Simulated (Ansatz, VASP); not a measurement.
One calculation of Rh, two programs

Contents of INCAR:

```
SYSTEM = Rh
ALGO = Normal
EDIFF = 1E-7
EDIFFG = -0.005
ENCUT = 600
GGA = PS
IBRION = 2
ISIF = 3
ISMEAR = 1
LASPH = .True.
LCHARG = .False.
LREAL = .False.
LWAVE = .False.
NELM = 80
NSW = 60
PREC = Accurate
SIGMA = 0.1
```

KPOINTS

```
k-points
0
Gamma
  24 24 24
  0 0 0
```

POSCAR

```
Rh
1.0
    0.0000000000      1.9000000000      1.9000000000
    1.9000000000      0.0000000000      1.9000000000
    1.9000000000      1.9000000000      0.0000000000
Rh
1
Direct
    0.0000000000      0.0000000000      0.0000000000
```

Input for Ansatz:

```yaml
crystal:
  lattice:
    - [0.0, 1.9, 1.9]
    - [1.9, 0.0, 1.9]
    - [1.9, 1.9, 0.0]
  atoms:
    - { symbol: Rh, position: [0.0, 0.0, 0.0] }
kpoints:
  mp_grid: { grid: [24, 24, 24] }
scf:
  occupations: { method: cold, width: 0.1 }
hamiltonian:
  xc: pbesol
  pseudopotentials: { kind: paw }
output:
  forces: true
  stress: true
  populations: false
relax:
  f_tol: 0.005
  max_steps: 40
  cell: {}
```

Alike in both runs: task relaxation of cell and atoms; functional PBEsol; k mesh 24 × 24 × 24; no spin polarisation.

|  | VASP | Ansatz |
| --- | --- | --- |
| version | VASP 6.6.1 | Ansatz 0.2.0 |
| potentials or method | VASP PAW PBE potentials, release 64 (Rh_pv) | plane-wave PAW, scalar-relativistic |
| plane-wave cutoff (eV) | 600 | 420 |
| occupations | methfessel-paxton of order 1, width 0.1 eV | cold, width 0.1 eV |
| valence electrons in the cell | 15 | 17 |

VASP gave:

```
relaxed volume (Å³/atom)                                     : 13.49
relaxed cell length with the largest relative difference (Å) : 2.672
```

What did Ansatz give for the same quantities?

Relaxed volume (Å³/atom): 13.50; relaxed cell length with the largest relative difference (Å): 2.673.

VASP's potentials were made for PBE, not for PBEsol. VASP's potentials hold 15 valence electrons a cell and Ansatz's 17, so a difference there can come from the potentials and not from the codes.
